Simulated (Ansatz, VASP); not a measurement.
**One calculation of Ti3O4, two programs**

```
Ti O
1.0
     2.91282   -4.03035    0.00000
     2.91282    4.03035    0.00000
     0.00000    0.00000    2.96903
Ti O
3 4
Direct
  0.00000 0.00000 0.50000
  0.47410 0.00000 0.97410
  0.00000 0.50000 0.00000
  0.76278 0.76278 0.00000
  0.25888 0.74112 0.50000
  0.23722 0.23722 0.00000
  0.74112 0.25888 0.50000
```

Alike in both runs: task single point; functional PBEsol; k mesh 8 × 8 × 14; occupations gaussian, width 0.15 eV; no spin polarisation.

|  | VASP | Ansatz |
| --- | --- | --- |
| version | VASP 6.6.1 | Ansatz 0.2.0 |
| potentials or method | VASP PAW PBE potentials, release 64 (Ti_sv, O), cutoff 520 eV | scalar-relativistic, plane waves, PAW |
| valence electrons in the cell | 60 | 60 |

```csv
,VASP,Ansatz,Ansatz less VASP
gap on the k mesh at the Fermi level (eV),none,none,-
pressure (GPa),2.0,1.2,-0.76
"traceless stress, the component that is largest in VASP (GPa)",1.15,1.05,-0.092
rms of the force components (eV/Å),0.469,0.458,-0.0109
```

VASP's potentials were made for PBE, not for PBEsol. Atom by atom the forces differ by 0.017 eV/Å (rms over components). A gap of «none» marks a metal or a gap that the smearing closes.
